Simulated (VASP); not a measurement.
Al2O3, 10 atoms in the cell. Symmetry: R-3c, No. 167, trigonal system. Conventional cell: a = 4.806 Å, b = 4.806 Å, c = 13.123 Å, α = 90.00°, β = 90.00°, γ = 120.00°. Al (site symmetry 3) has 6 O at 1.87 to 1.99 Å within 2.5 Å. O (site symmetry 2) has 4 Al at 1.87 to 1.99 Å and 12 O at 2.55 to 2.89 Å within 2.9 Å. 

| Item | Value |
| --- | --- |
| Program | VASP 6.6.1 |
| Task | single point |
| Functional | r2SCAN |
| Potentials or basis | VASP PAW PBE potentials, release 64 (Al, O) |
| Cutoff | 520 eV |
| k mesh | 6 × 6 × 6 |
| Occupations | gaussian, width 0.01 eV |
| Spin | no spin polarisation |
| Dipole correction | no |
| Further INCAR settings | ALGO = Normal; EDIFF = 1e-06; NBANDS = 35 |

Potentials or basis: VASP PAW PBE potentials, release 64 (Al, O).

The run is started by

```console
$ cat potpaw_PBE.64/Al/POTCAR potpaw_PBE.64/O/POTCAR > POTCAR
$ cp INCAR.step1 INCAR
$ mpirun -np 1 vasp_std > vasp.out
$ cp INCAR.step2 INCAR
$ mpirun -np 1 vasp_std > vasp.out
```

Hardware: 1 thread of Intel(R) Xeon(R) Platinum 8488C (Sapphire Rapids), with other jobs on the host.

**Question.** Estimate the wall time of this run.

**Answer.** It took 4.5 min on 1 thread of Intel(R) Xeon(R) Platinum 8488C (Sapphire Rapids), on a shared host, peak memory 0.27 GiB. Counts: k points 32.
